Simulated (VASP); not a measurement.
# GaP (F-43m) in VASP: single point with HSE06

Aim: the single point of GaP with HSE06.

Everything below comes from runs of VASP 6.6.1. Logs are shortened: lines on timing, memory, paths and dates and some standing lists are left out, and cuts for length are marked.

**Measured values to compare with.**

From “Stacking defects in GaP nanowires: Electronic structure and optical properties”, 2018, arxiv:1810.01194, for a bulk crystal of GaP at 10 K: band gap 2.34 eV (indirect).

How close the calculation comes is told below.

**1. The cell of the first run**

Symmetry: F-43m, No. 216, cubic system. The conventional cell has a = 5.451 Å, b = 5.451 Å, c = 5.451 Å, α = 90.00°, β = 90.00°, γ = 90.00°. Within 3.1 Å of Ga (site symmetry -43m) lie 4 P at 2.36 Å. P (site symmetry -43m) has 4 Ga at 2.36 Å within 3.1 Å.

**2. Single point, HSE06**

POSCAR

```
GaP
1.0
    0.0000000000      2.7252500000      2.7252500000
    2.7252500000      0.0000000000      2.7252500000
    2.7252500000      2.7252500000      0.0000000000
Ga P
1 1
Direct
    0.0000000000      0.0000000000      0.0000000000
    0.7500000000      0.7500000000      0.7500000000
```

INCAR.step1

```
ALGO = Normal
EDIFF = 1E-5
ENCUT = 520
GGA = PE
ISIF = 2
ISMEAR = 0
LASPH = True
LCHARG = False
LREAL = False
LWAVE = True
NBANDS = 16
NELM = 80
PREC = Accurate
SIGMA = 0.01
```

INCAR.step2

```
ALGO = Normal
EDIFF = 1E-6
ENCUT = 520
GGA = PE
HFSCREEN = 0.2079
ISIF = 2
ISMEAR = 0
ISTART = 1
LASPH = True
LCHARG = False
LHFCALC = True
LREAL = False
LWAVE = False
NBANDS = 16
NELM = 80
PREC = Accurate
PRECFOCK = Normal
SIGMA = 0.01
```

KPOINTS

```
k-points
0
Gamma
  6 6 6
```

Potentials or basis: VASP PAW PBE potentials, release 64 (Ga_d, P).

The run is started by

```sh
$ cat potpaw_PBE.64/Ga_d/POTCAR potpaw_PBE.64/P/POTCAR > POTCAR
$ cp INCAR.step1 INCAR
$ mpirun -np 1 vasp_std > vasp.out
$ cp INCAR.step2 INCAR
$ mpirun -np 1 vasp_std > vasp.out
```

OUTCAR:

```text
EDIFF = 1E-6
   ENCUT = 520
   GGA = PE
   HFSCREEN = 0.2079
   ISIF = 2
   ISMEAR = 0
   ISTART = 1
   LASPH = True
   LHFCALC = True
   LREAL = False
   NELM = 80
   PREC = Accurate
   PRECFOCK = Normal

 ion  position               nearest neighbor table
   1  0.000  0.000  0.000-   2 2.36   2 2.36   2 2.36   2 2.36
   2  0.750  0.750  0.750-   1 2.36   1 2.36   1 2.36   1 2.36

  LATTYP: Found a face centered cubic cell.
 ALAT       =     5.4505000000

  Lattice vectors:

 A1 = (   0.0000000000,   2.7252500000,   2.7252500000)
 A2 = (   2.7252500000,   0.0000000000,   2.7252500000)
 A3 = (   2.7252500000,   2.7252500000,   0.0000000000)

Analysis of symmetry for initial positions (statically):
[... 5 lines left out ...]
 face centered cubic supercell.

 Subroutine GETGRP returns: Found 24 space group operations
 (whereof 24 operations were pure point group operations)
 out of a pool of 48 trial point group operations.

The static configuration has the point symmetry T_d .

Analysis of symmetry for dynamics (positions and initial velocities):
[... 5 lines left out ...]
 face centered cubic supercell.

 Subroutine GETGRP returns: Found 24 space group operations
 (whereof 24 operations were pure point group operations)
 out of a pool of 48 trial point group operations.

The dynamic configuration has the point symmetry T_d .

 Subroutine INISYM returns: Found 24 space group operations
 (whereof 24 operations are pure point group operations),
 and found     1 'primitive' translations

----------------------------------------------------------------------------------------

                                     Primitive cell

  volume of cell :      40.4808

  direct lattice vectors                    reciprocal lattice vectors
     0.000000000  2.725250000  2.725250000    -0.183469406  0.183469406  0.183469406
     2.725250000  0.000000000  2.725250000     0.183469406 -0.183469406  0.183469406
     2.725250000  2.725250000  0.000000000     0.183469406  0.183469406 -0.183469406

  length of vectors
     3.854085511  3.854085511  3.854085511     0.317778334  0.317778334  0.317778334

  position of ions in fractional coordinates (direct lattice)
     0.000000000  0.000000000  0.000000000
     0.750000000  0.750000000  0.750000000

  ion indices of the primitive-cell ions
   primitive index   ion index
                 1           1
                 2           2

----------------------------------------------------------------------------------------

 KPOINTS: k-points

Automatic generation of k-mesh.
 Grid dimensions read from file:
 generate k-points for:    6    6    6

 Generating k-lattice:

  Cartesian coordinates                     Fractional coordinates (reciprocal lattice)
    -0.030578234  0.030578234  0.030578234     0.166666667  0.000000000  0.000000000
     0.030578234 -0.030578234  0.030578234     0.000000000  0.166666667  0.000000000
     0.030578234  0.030578234 -0.030578234     0.000000000  0.000000000  0.166666667

  Length of vectors
     0.052963056  0.052963056  0.052963056

  Shift w.r.t. Gamma in fractional coordinates (k-lattice)
     0.000000000  0.000000000  0.000000000

 Subroutine IBZKPT returns following result:
 ===========================================

 Found     16 irreducible k-points:

 Following reciprocal coordinates:
            Coordinates               Weight
  0.000000  0.000000  0.000000      1.000000
  0.166667  0.000000  0.000000      8.000000
  0.333333  0.000000  0.000000      8.000000
  0.500000  0.000000  0.000000      4.000000
  0.166667  0.166667  0.000000      6.000000
  0.333333  0.166667  0.000000     24.000000
[... 8 lines left out ...]
 -0.333333  0.333333  0.166667     24.000000
 -0.333333  0.500000  0.166667     12.000000
   k-points           NKPTS =     16   k-points in BZ     NKDIM =    216   number of bands    NBANDS=     16
   number of dos      NEDOS =    301   number of ions     NIONS =      2
   total plane-waves  NPLWV =  27000
   dimension x,y,z NGX =    30 NGY =   30 NGZ =   30
   dimension x,y,z NGXF=    60 NGYF=   60 NGZF=   60
   ions per type =               1   1
   NGX,Y,Z   is equivalent  to a cutoff of  12.94, 12.94, 12.94 a.u.
   NGXF,Y,Z  is equivalent  to a cutoff of  25.88, 25.88, 25.88 a.u.
 SYSTEM =  unknown system
   PREC   = accura    normal or accurate (medium, high low for compatibility)
   ISTART =      1    job   : 0-new  1-cont  2-samecut
   ICHARG =      0    charge: 1-file 2-atom 10-const
   ISPIN  =      1    spin polarized calculation?
   LNONCOLLINEAR =      F non collinear calculations
   LSORBIT =      F    spin-orbit coupling
   LASPH  =      T    aspherical Exc in radial PAW
   ENCUT  =  520.0 eV  38.22 Ry    6.18 a.u.   7.17  7.17  7.17*2*pi/ulx,y,z
   NELM   =     80;   NELMIN=  2; NELMDL=  0     # of ELM steps
   EDIFF  = 0.1E-05   stopping-criterion for ELM
   LREAL  =      F    real-space projection
   EDIFFG = 0.1E-04   stopping-criterion for IOM
   NSW    =      0    number of steps for IOM
   IBRION =     -1    ionic relax: 0-MD 1-quasi-New 2-CG
   NFREE  =      0    steps in history (QN), initial steepest desc. (CG)
   ISIF   =      2    stress and relaxation
   ISYM   =      3    0-nonsym 1-usesym 2-fastsym
   POTIM  = 0.5000    time-step for ionic-motion
   TEBEG  =    0.0;   TEEND  =   0.0 temperature during run
   PSTRESS=    0.0 pullay stress
   NELECT =      18.0000    total number of electrons
   NUPDOWN=      -1.0000    fix difference up-down
   EMIN   =  10.00;   EMAX   =-10.00  energy-range for DOS
   EFERMI =   0.00;   METHOD = LEGACY
   ISMEAR =     0;   SIGMA  =   0.01  broadening in eV -4-tet -1-fermi 0-gaus
   EFERMI_NEDOS =   21; number of points for ismear=-14 and -15
   IALGO  =     38    algorithm
   IMIX   =      1    mixing-type and parameters
     AMIX     =   0.40;   BMIX     =  1.00
     AMIX_MAG =   1.60;   BMIX_MAG =  1.00
  volume/ion in A,a.u.               =      20.24       136.59
  Fermi-wavevector in a.u.,A,eV,Ry     =   1.249538  2.361284 21.243377  1.561344
  Thomas-Fermi vector in A             =   2.383574
   LORBIT       =      0    0 simple, 1 ext, 2 COOP (PROOUT), +10 PAW based schemes
   GGA     = PE    functional components
   LHFCALC =     T    Hartree Fock is set to
   PRECFOCK=normal    Normal, Fast or Accurate (Low or Medium for compatibility)
   ENCUT4O =  -1.0   cutoff for four orbital integrals eV
   NKREDX  =     1    reduce k-point grid by
   NKREDY  =     1    reduce k-point grid by
   NKREDZ  =     1    reduce k-point grid by
   AEXX    =    0.2500 exact exchange contribution
   HFSCREEN=    0.2079 screening length (either q_TF or 0.3 A-1)
   HFSCREENC=   0.2079 screening length for correlation (either q_TF or 0.3 A-1)
   ENCUTFOCK=  -1.0 apply spherical cutoff to Coloumb kernel
   IVDW    =     0    specifies the selected vdW correction
   LEPSILON=     F    determine dielectric tensor
   LRPA    =     F    only Hartree local field effects (RPA)
 non-spin polarized calculation
 Gauss-broadening in eV      SIGMA  =   0.01
  energy-cutoff  :      520.00
  volume of cell :       40.48
 maximum number of plane-waves:      1113
 NGX is ok and might be reduce to    30
  NGX = 24; NGY = 24; NGZ = 24

 number of electron      17.9999988 magnetization

 Free energy of the ion-electron system (eV)
  ---------------------------------------------------
  ext. energy  EPLUGINS =         0.00000000
  ---------------------------------------------------
  free energy    TOTEN  =       -10.78000866 eV

  energy without entropy =      -10.78000866  energy(sigma->0) =      -10.78000866

 E-fermi :   4.3303     XC(G=0):  -8.1563

 val. band max:        4.2155854284   @ k =   0.0000   0.0000   0.0000
 cond. band min:       6.5080726450   @ k =   0.5000   0.5000   0.0000
 fundamental gap:      2.2924872167
 Fermi energy:         4.3303377628

 k-point     1 :       0.0000    0.0000    0.0000
  band No.  band energies     occupation
      1     -12.8384      2.00000
      2     -12.8384      2.00000
      3     -12.8384      2.00000
      4     -12.7374      2.00000
      5     -12.7374      2.00000
      6      -9.5646      2.00000
[... 8 lines left out ...]
     15      15.1181      0.00000
     16      15.1181      0.00000

 k-point     2 :       0.1667    0.0000    0.0000
  band No.  band energies     occupation
      1     -12.8533      2.00000
      2     -12.8312      2.00000
      3     -12.8312      2.00000
      4     -12.7374      2.00000
      5     -12.7374      2.00000
      6      -9.1830      2.00000
[... 8 lines left out ...]
     15      14.2162      0.00000
     16      15.3643      0.00000

 k-point     3 :       0.3333    0.0000    0.0000
  band No.  band energies     occupation
      1     -12.8819      2.00000
      2     -12.8193      2.00000
      3     -12.8193      2.00000
      4     -12.7348      2.00000
      5     -12.7348      2.00000
      6      -8.1600      2.00000
[... 8 lines left out ...]
     15      14.9764      0.00000
     16      14.9764      0.00000

 k-point     4 :       0.5000    0.0000    0.0000
  band No.  band energies     occupation
      1     -12.8957      2.00000
      2     -12.8148      2.00000
      3     -12.8148      2.00000
      4     -12.7319      2.00000
      5     -12.7319      2.00000
      6      -7.3374      2.00000
[... 8 lines left out ...]
     15      17.2127      0.00000
     16      17.2127      0.00000
[... 172 lines left out ...]
 k-point    14 :       0.5000    0.3333    0.1667
  band No.  band energies     occupation
      1     -12.9027      2.00000
      2     -12.8065      2.00000
      3     -12.7965      2.00000
      4     -12.7501      2.00000
      5     -12.7281      2.00000
      6      -7.3157      2.00000
[... 8 lines left out ...]
     15      17.3473      0.00000
     16      18.9153      0.00000

 k-point    15 :      -0.3333    0.3333    0.1667
  band No.  band energies     occupation
      1     -12.9070      2.00000
      2     -12.8065      2.00000
      3     -12.7901      2.00000
      4     -12.7475      2.00000
      5     -12.7309      2.00000
      6      -6.6160      2.00000
[... 8 lines left out ...]
     15      18.0309      0.00000
     16      18.3473      0.00000

 k-point    16 :      -0.3333    0.5000    0.1667
  band No.  band energies     occupation
      1     -12.9176      2.00000
      2     -12.7966      2.00000
      3     -12.7818      2.00000
      4     -12.7568      2.00000
      5     -12.7259      2.00000
      6      -6.2911      2.00000
[... 8 lines left out ...]
     15      17.5089      0.00000
     16      19.2720      0.00000

------------------------ aborting loop because EDIFF is reached ----------------------------------------

  FORCE on cell =-STRESS in cart. coord.  units (eV):
  Direction    XX          YY          ZZ          XY          YZ          ZX
  --------------------------------------------------------------------------------------
  -------------------------------------------------------------------------------------
  Total        0.1432699      0.1432699      0.1432699     -0.0000000      0.0000000      0.0000000
  in kB        5.6704361      5.6704361      5.6704361     -0.0000000      0.0000000      0.0000000
  external PRESSURE =       5.6704361 kB  Pullay stress =       0.0000000 kB

 VOLUME and BASIS-vectors are now :
 -----------------------------------------------------------------------------
  energy-cutoff  :      520.00
  volume of cell :       40.48
      direct lattice vectors                 reciprocal lattice vectors
     0.000000000  2.725250000  2.725250000    -0.183469406  0.183469406  0.183469406
     2.725250000  0.000000000  2.725250000     0.183469406 -0.183469406  0.183469406
     2.725250000  2.725250000  0.000000000     0.183469406  0.183469406 -0.183469406

 POSITION                                       TOTAL-FORCE (eV/Angst)
 -----------------------------------------------------------------------------------
      0.00000      0.00000      0.00000        -0.000000     -0.000000     -0.000000
      4.08788      4.08788      4.08788         0.000000      0.000000      0.000000
 -----------------------------------------------------------------------------------
    total drift:                                0.000037      0.000038      0.000027

  FREE ENERGIE OF THE ION-ELECTRON SYSTEM (eV)
  ---------------------------------------------------
  free  energy   TOTEN  =       -10.7800086593 eV

  energy  without entropy=      -10.7800086593  energy(sigma->0) =      -10.78000866
```

Wall time 19 min (1 thread of Intel Xeon 6975P-C (Granite Rapids), shared host); peak memory 0.29 GiB.

What came out:

```
Free energy            : -10.7800 eV
Pressure               : 0.6 GPa
Band gap on the k mesh : 2.29 eV, indirect (least direct gap 2.80 eV)
```

Caveat: the PAW data sets were made with another functional, which shifts forces and pressure a little.

**3. Against experiment**

Step 2. Measured gap of GaP: 2.34 eV (indirect; 10 K; quoted in “Stacking defects in GaP nanowires: Electronic structure and optical properties”, 2018, arxiv:1810.01194). This calculation gives 2.29 eV (-0.05 eV). Spin-orbit coupling on Ga is left out. The value is that of HSE06 on a finite k mesh, which can miss the band edges, without temperature or zero-point motion.
